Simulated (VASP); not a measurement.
Crystal: TiSi2.

```xyz
6
Lattice="1.7768 -6.8040 0.0000 1.7768 6.8040 0.0000 0.0000 0.0000 3.5888" Properties=species:S:1:pos:R:3 pbc="T T T"
Ti    1.7768    5.4008    0.8972
Ti    1.7768   -5.4008    2.6916
Si    1.7768   -3.4063    0.8972
Si    1.7768    3.4063    2.6916
Si    1.7768    0.7927    0.8972
Si    1.7768   -0.7927    2.6916
```

Base run:

- Program: VASP 6.6.1
- Functional: PBEsol
- Potentials or basis: VASP PAW PBE potentials, release 64 (Ti_sv, Si)
- Cutoff: 520 eV
- k mesh: 8 × 8 × 8
- Occupations: fermi-dirac, width 0.05 eV
- Spin: no spin polarisation

Its results: band gap on the k mesh zero (bands 20 and 21 overlap by 0.99 eV); pressure -4.7 GPa; largest force 0.138 eV/Å.

The run is repeated on the same cell with these changes: functional from PBEsol to r2SCAN; further incar settings from ALGO = Normal; EDIFF = 1e-07; NBANDS = 29 to ALGO = Normal; EDIFF = 1e-06; NBANDS = 29. What comes out?

Band gap on the k mesh zero (bands 20 and 21 overlap by 1.01 eV); pressure -2.6 GPa; largest force 0.074 eV/Å.

Caveats: the PAW data sets were made with another functional, which shifts forces and pressure a little; the cell stands under tension (at least some runs).
